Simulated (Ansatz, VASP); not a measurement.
# TiAl: VASP beside Ansatz

POSCAR

```
TiAl
1.0
    3.1713456452      0.0000000000      0.0000000000
    0.0000000000      3.1713456452      0.0000000000
    0.0000000000      0.0000000000      3.1713456452
Ti Al
1 1
Direct
    0.0000000000      0.0000000000      0.0000000000
    0.5000000000      0.5000000000      0.5000000000
```

File INCAR.step1:

```
SYSTEM = TiAl
ALGO = Normal ; EDIFF = 1E-4
ENCUT = 520 ; GGA = PE
ISMEAR = 0 ; LASPH = .TRUE.
LCHARG = .FALSE. ; LREAL = .FALSE.
LWAVE = .TRUE. ; NBANDS = 14
NELM = 100 ; PREC = Accurate
SIGMA = 0.15
```

File INCAR.step2:

```
SYSTEM = TiAl
ALGO = Normal ; EDIFF = 1E-6
ENCUT = 520 ; ISIF = 2
ISMEAR = 0 ; ISTART = 1
LASPH = .TRUE. ; LCHARG = .TRUE.
LELF = .TRUE. ; LMIXTAU = .TRUE.
LREAL = .FALSE. ; LVHAR = .TRUE.
LWAVE = .FALSE. ; METAGGA = R2SCAN
NBANDS = 14 ; NELM = 100
PREC = Accurate ; SIGMA = 0.15
```

KPOINTS

```
k-points
0
G
  20 20 20
  0 0 0
```

Input for Ansatz:

```yaml
crystal:
  lattice:
    - [3.1713456453, 0.0, 0.0]
    - [0.0, 3.1713456453, 0.0]
    - [0.0, 0.0, 3.1713456453]
  atoms:
    - { symbol: Ti, position: [0.0, 0.0, 0.0] }
    - { symbol: Al, position: [0.5, 0.5, 0.5] }
basis:
  ecutwfc: 500
kpoints:
  mp_grid: { grid: [20, 20, 20] }
hamiltonian:
  xc: r2scan
scf:
  occupations: { method: gaussian, width: 0.15 }
output:
  forces: true
  stress: true
  eigenvalues: true
```

Alike in both runs: task single point; functional r2SCAN; k mesh 20 × 20 × 20; occupations gaussian, width 0.15 eV; no spin polarisation.

|  | VASP | Ansatz |
| --- | --- | --- |
| version | VASP 6.6.1 | Ansatz 0.2.0 |
| potentials or method | VASP PAW PBE potentials, release 64 (Ti_sv, Al), cutoff 520 eV | scalar-relativistic, plane waves, PAW |
| valence electrons in the cell | 15 | 15 |

```tsv
	VASP	Ansatz	Ansatz less VASP
gap on the k mesh at the Fermi level (eV)	none	none	-
pressure (GPa)	0.1	0.1	-0.08
```

VASP's potentials were made for PBE, not for r2SCAN. A gap of «none» marks a metal or a gap that the smearing closes. The functional is the same, so the differences come from potentials, cutoffs and numerics.
